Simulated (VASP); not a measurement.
Here is a VASP 6.6.1 calculation.

The input INCAR:

```
ALGO = Normal ; EDIFF = 1E-6
ENCUT = 520 ; GGA = PS
ISIF = 2 ; ISMEAR = 0
LASPH = True ; LCHARG = False
LREAL = False ; LWAVE = False
NBANDS = 18 ; NELM = 100
PREC = Accurate ; SIGMA = 0.01
```

File KPOINTS:

```
k-points
0
Gamma
  9 9 5
```

File POSCAR:

```
Ta
1.0
    2.9003720726      0.0000000000      0.0000000000
   -1.4501860363      2.5117958953      0.0000000000
    0.0000000000      0.0000000000      5.1662740000
Ta
2
Direct
    0.3333333333      0.6666666667      0.2500000000
    0.6666666667      0.3333333333      0.7500000000
```

Potentials or basis: VASP PAW PBE potentials, release 64 (Ta_pv).

Launch:

```sh
$ cat potpaw_PBE.64/Ta_pv/POTCAR > POTCAR
$ mpirun -np 1 vasp_std > vasp.out
```

Predict the band gap on the k mesh.

zero (band 11 reaches 6.29 eV, above the bottom of band 12 at 4.80 eV).

What does it give for the pressure?

-7.0 GPa.

Stress tensor (GPa, compression positive):
```
-8.36  0.00  0.00
 0.00 -8.36  0.00
 0.00  0.00 -4.36
```

Caveat: the PAW data sets were made with another functional, which shifts forces and pressure a little; spin-orbit coupling is left out, which moves the levels of the heavy elements.
